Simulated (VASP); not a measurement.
# FH in VASP: single point with PBE+D3(BJ)

Aim: the single point of FH with PBE+D3(BJ).

All numbers are computed with VASP 6.6.1; they aren't measurements. Logs are shortened: lines on timing, memory, paths and dates and some standing lists are left out, and cuts for length are marked.

## Step 1: The cell of the first run

The cell holds a molecule in a box, 2 atoms: a = 8.156 Å, b = 8.156 Å, c = 24.117 Å, α = 90.00°, β = 90.00°, γ = 90.00°.

## Step 2: Single point, PBE+D3(BJ)

INCAR

```
  PREC = Accurate
  ENCUT = 520
  EDIFF = 1E-6
  ISMEAR = 0
  SIGMA = 0.1
  LREAL = F
  LASPH = T
  NELM = 100
  ALGO = Normal
  ISIF = 2
  LWAVE = F
  LCHARG = F
  LDIPOL = T
  IDIPOL = 3
  DIPOL = 0.5 0.5 0.638
  GGA = PE
  IVDW = 12
  NBANDS = 11
```

KPOINTS

```
Automatic mesh
0
Gamma
  3 3 1
```

POSCAR

```
HF
1.0
    8.1558973540      0.0000000000      0.0000000000
    0.0000000000      8.1558973540      0.0000000000
    0.0000000000      0.0000000000     24.1169230155
F H
1 1
Direct
   -0.2484465396      0.1077405889      0.6478026276
   -0.2483589900      0.2168509302      0.6290843728
```

Potentials or basis: VASP PAW PBE potentials, release 64 (F, H).

Command:

```console
$ cat potpaw_PBE.64/F/POTCAR potpaw_PBE.64/H/POTCAR > POTCAR
$ mpirun -np 1 vasp_std > vasp.out
```

OUTCAR:

```text
PREC = Accurate
   ENCUT = 520
   EDIFF = 1E-6
   ISMEAR = 0
   LREAL = F
   LASPH = T
   NELM = 100
   ISIF = 2
   GGA = PE
   IVDW = 12
 IVDW          = 12

 ion  position               nearest neighbor table
   1  0.752  0.108  0.648-   2 1.00
   2  0.752  0.217  0.629-   1 1.00

  LATTYP: Found a simple tetragonal cell.
 ALAT       =     8.1558973540
 C/A-ratio  =     2.9569919739

  Lattice vectors:

 A1 = (   8.1558973540,   0.0000000000,   0.0000000000)
 A2 = (   0.0000000000,   8.1558973540,   0.0000000000)
 A3 = (   0.0000000000,   0.0000000000,  24.1169230155)

Analysis of symmetry for initial positions (statically):
=====================================================================
 Subroutine PRICEL returns:
 Original cell was already a primitive cell.

 Routine SETGRP: Setting up the symmetry group for a
 simple tetragonal supercell.

 Subroutine GETGRP returns: Found  1 space group operations
 (whereof  1 operations were pure point group operations)
 out of a pool of 16 trial point group operations.

The static configuration has the point symmetry C_1 .

Analysis of symmetry for dynamics (positions and initial velocities):
=====================================================================
 Subroutine PRICEL returns:
 Original cell was already a primitive cell.

 Routine SETGRP: Setting up the symmetry group for a
 simple tetragonal supercell.

 Subroutine GETGRP returns: Found  1 space group operations
 (whereof  1 operations were pure point group operations)
 out of a pool of 16 trial point group operations.

The dynamic configuration has the point symmetry C_1 .

 Subroutine INISYM returns: Found  1 space group operations
 (whereof  1 operations are pure point group operations),
 and found     1 'primitive' translations

----------------------------------------------------------------------------------------

                                     Primitive cell

  volume of cell :    1604.2254

  direct lattice vectors                    reciprocal lattice vectors
     8.155897354  0.000000000  0.000000000     0.122610665  0.000000000  0.000000000
     0.000000000  8.155897354  0.000000000     0.000000000  0.122610665  0.000000000
     0.000000000  0.000000000 24.116923015     0.000000000  0.000000000  0.041464659

  length of vectors
     8.155897354  8.155897354 24.116923015     0.122610665  0.122610665  0.041464659

  position of ions in fractional coordinates (direct lattice)
     0.751553460  0.107740589  0.647802628
     0.751641010  0.216850930  0.629084373

[... 71 lines left out ...]
   ISMEAR =     0;   SIGMA  =   0.10  broadening in eV -4-tet -1-fermi 0-gaus
   EFERMI_NEDOS =   21; number of points for ismear=-14 and -15
   IALGO  =     38    algorithm
   IMIX   =      4    mixing-type and parameters
     AMIX     =   0.40;   BMIX     =  1.00
     AMIX_MAG =   1.60;   BMIX_MAG =  1.00
  volume/ion in A,a.u.               =     802.11      5412.92
  Fermi-wavevector in a.u.,A,eV,Ry     =   0.279694  0.528545  1.064366  0.078229
  Thomas-Fermi vector in A             =   1.127705
   LORBIT       =      0    0 simple, 1 ext, 2 COOP (PROOUT), +10 PAW based schemes
   GGA     = PE    functional components
   LHFCALC =     F    Hartree Fock is set to
   AEXX    =    0.0000 exact exchange contribution
   IVDW    =    12    specifies the selected vdW correction
   LEPSILON=     F    determine dielectric tensor
   LRPA    =     F    only Hartree local field effects (RPA)
 non-spin polarized calculation
 Gauss-broadening in eV      SIGMA  =   0.10
  energy-cutoff  :      520.00
  volume of cell :     1604.23
 maximum number of plane-waves:     43202
 NGX is ok and might be reduce to    64
   NGX = 31   NGY = 31   NGZ = 89

 number of electron       8.0000001 magnetization

 dipolmoment           0.000000      0.000000      0.175245 electrons x Angstroem

 Free energy of the ion-electron system (eV)
  ---------------------------------------------------
  ext. energy  EPLUGINS =         0.00000000
  ---------------------------------------------------
  free energy    TOTEN  =        -7.80687445 eV

  energy without entropy =       -7.80687445  energy(sigma->0) =       -7.80687445

 E-fermi :  -8.8724     XC(G=0):  -0.2898

 val. band max:       -9.4115553396   @ k =   0.0000   0.3333   0.0000
 cond. band min:      -1.4101530024   @ k =   0.0000   0.0000   0.0000
 fundamental gap:      8.0014023372
 Fermi energy:        -8.8724093048

 k-point     1 :       0.0000    0.0000    0.0000
  band No.  band energies     occupation
      1     -29.5170      2.00000
      2     -13.0034      2.00000
      3      -9.4122      2.00000
      4      -9.4116      2.00000
      5      -1.4102      0.00000
      6      -0.0468      0.00000
      7       0.2829      0.00000
      8       0.5184      0.00000
      9       0.8970      0.00000
     10       1.1399      0.00000
     11       1.6888      0.00000
[... 43 lines left out ...]
 k-point     5 :      -0.3333    0.3333    0.0000
  band No.  band energies     occupation
      1     -29.5170      2.00000
      2     -13.0035      2.00000
      3      -9.4122      2.00000
      4      -9.4117      2.00000
      5      -1.2849      0.00000
      6       0.3960      0.00000
      7       0.6544      0.00000
      8       0.7750      0.00000
      9       0.8762      0.00000
     10       1.1810      0.00000
     11       1.2874      0.00000

------------------------ aborting loop because EDIFF is reached ----------------------------------------

 vacuum level on the upper side and lower side of the slab       (xc-potential included)         0.211        -0.255

 Edisp (eV)   -0.00318

 E8    (eV) :    -0.0007

  FORCE on cell =-STRESS in cart. coord.  units (eV):
  Direction    XX          YY          ZZ          XY          YZ          ZX
  --------------------------------------------------------------------------------------
  -------------------------------------------------------------------------------------
  Total      -0.05358    -2.20769    -0.61680    -0.00186     1.07795     0.00070
  in kB      -0.05351    -2.20487    -0.61602    -0.00186     1.07657     0.00070
  external pressure =       -0.96 kB  Pullay stress =        0.00 kB

 VOLUME and BASIS-vectors are now :
 -----------------------------------------------------------------------------
  energy-cutoff  :      520.00
  volume of cell :     1604.23
      direct lattice vectors                 reciprocal lattice vectors
     8.155897354  0.000000000  0.000000000     0.122610665  0.000000000  0.000000000
     0.000000000  8.155897354  0.000000000     0.000000000  0.122610665  0.000000000
     0.000000000  0.000000000 24.116923015     0.000000000  0.000000000  0.041464659

 POSITION                                       TOTAL-FORCE (eV/Angst)
 -----------------------------------------------------------------------------------
      6.12959      0.87872     15.62301         0.001585      2.389446     -1.235838
      6.13031      1.76861     15.17158        -0.001585     -2.389446      1.235838
 -----------------------------------------------------------------------------------
    total drift:                               -0.000690      0.000884      0.001561

  FREE ENERGIE OF THE ION-ELECTRON SYSTEM (eV)
  ---------------------------------------------------
  free  energy   TOTEN  =        -7.8100562071 eV

  energy  without entropy=       -7.8100562071  energy(sigma->0) =       -7.81005621

 vacuum level on the upper side and lower side of the slab         0.271        -0.210
```

It took 1.9 min on 1 thread of AMD EPYC 9R45 (Zen 5), shared host; peak memory 1.2 GiB.

Results:

| Property | Result |
| --- | --- |
| Free energy | -7.8101 eV |
| Largest force | 2.690 eV/Å |
| Gap between the frontier levels | 8.00 eV, direct |
| Dispersion energy per atom | -0.002 eV |

Forces in eV/Å, atoms in the order of the input:
```
F    0.002  2.389 -1.236
H   -0.002 -2.389  1.236
```
